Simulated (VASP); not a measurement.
MgH2, 3 atoms in the cell. It takes space group P-3m1 (No. 164, trigonal). Conventional cell: a = 2.756 Å, b = 2.756 Å, c = 4.510 Å, α = 90.00°, β = 90.00°, γ = 120.00°. Within 2.6 Å of Mg (site symmetry -3m) lie 6 H at 1.94 Å. H (site symmetry 3m) has 3 Mg at 1.94 Å within 2.6 Å. 

```yaml
Program: VASP 6.6.1
Task: relaxation of cell and atoms
Functional: PBE
Potentials_or_basis: VASP PAW PBE potentials, release 64 (Mg, H)
Cutoff: 600 eV
k_mesh: 6 × 6 × 3
Occupations: gaussian, width 0.15 eV
Spin: no spin polarisation
Dipole_correction: no
Further_INCAR_settings: ALGO = Normal; EDIFF = 1e-06; IBRION = 2; EDIFFG = -0.08; NSW = 36; ISIF = 3
```

Potentials or basis: VASP PAW PBE potentials, release 64 (Mg, H).

Command:

```sh
$ cat potpaw_PBE.64/Mg/POTCAR potpaw_PBE.64/H/POTCAR > POTCAR
$ mpirun -np 1 vasp_std > vasp.out
```

Hardware: 1 thread of Intel(R) Xeon(R) 6975P-C (Granite Rapids), on a shared host.

Problem. Estimate the wall time of this run.

Solution. Wall time 13 s on 1 thread of Intel(R) Xeon(R) 6975P-C (Granite Rapids), with other jobs on the host, peak memory 0.15 GiB. Counts: scf iterations 45, k points 17, ion steps 7.
